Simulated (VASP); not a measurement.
A run of VASP 6.6.1:

INCAR

```
SYSTEM = Ga3Sb
PREC = Accurate ; ENCUT = 520
EDIFF = 1E-7 ; ISMEAR = 0
SIGMA = 0.1 ; LREAL = .False.
LASPH = .True. ; NELM = 60
ALGO = Fast ; ISIF = 2
LWAVE = .False. ; LCHARG = .True.
GGA = PE ; LELF = .True.
LVHAR = .True. ; NBANDS = 30
```

The input KPOINTS:

```
regular mesh
0
Gamma
  12 12 14
  0 0 0
```

Contents of POSCAR:

```
Ga3Sb
1.0
    5.7633628463      0.0000000000      0.0000000000
   -2.8816814232      4.9912186361      0.0000000000
    0.0000000000      0.0000000000      3.1122866097
Ga Sb
3 1
Direct
    0.5000000000      0.0000000000      0.0000000000
    0.0000000000      0.5000000000      0.0000000000
    0.5000000000      0.5000000000      0.0000000000
    0.0000000000      0.0000000000      0.5000000000
```

Potentials or basis: VASP PAW PBE potentials, release 64 (Ga_d, Sb).

Launch:

```bash
$ cat potpaw_PBE.64/Ga_d/POTCAR potpaw_PBE.64/Sb/POTCAR > POTCAR
$ mpirun -np 1 vasp_std > vasp.out
```

Hardware: 1 thread of Intel(R) Xeon(R) 6975P-C (Granite Rapids) (shared host).

**Question.** How long does it take, and how much memory?

**Answer.** Run time: 3.3 min on 1 thread of Intel(R) Xeon(R) 6975P-C (Granite Rapids) (shared host), peak memory 0.48 GiB. Counts: scf iterations 16, k points 152.
